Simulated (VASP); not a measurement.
Runs of VASP 6.6.1 on AlN. The structure is that of space group Cm (No. 8), or close to it. The cells are those of the table. 

```tsv
cell	gap on the mesh (eV)	pressure (GPa)	largest force (eV/Å)
a = 3.107, b = 3.107, c = 10.440 Å, angles 74.9, 74.9, 60.0°, 8 atoms	(c)	-1.9	(a)
a = 3.107, b = 3.107, c = 10.047 Å, angles 83.3, 83.3, 60.0°, 8 atoms	3.52	-1.2	1.60
a = 3.107, b = 3.107, c = 11.112 Å, angles 67.4, 67.4, 60.0°, 8 atoms	4.70	-0.8	(b)
a = 3.107, b = 3.107, c = 10.744 Å, angles 71.0, 71.0, 60.0°, 8 atoms	3.62	-1.9	1.90
a = 3.107, b = 3.107, c = 9.967 Å, angles 87.8, 87.8, 60.0°, 8 atoms	4.62	-0.7	1.04
```

Alike in all rows: task single point; level r2SCAN; potentials or basis VASP PAW PBE potentials, release 64 (Al, N); no spin polarisation; k mesh 8 × 8 × 3; cutoff (eV) 520; smearing gaussian 0.05 eV.

Estimate the missing entries.

(a) 1.93; (b) 0.99; (c) 3.66.

Caveats: the PAW data sets were made with another functional, which shifts forces and pressure a little.

A k mesh can miss the band edges.
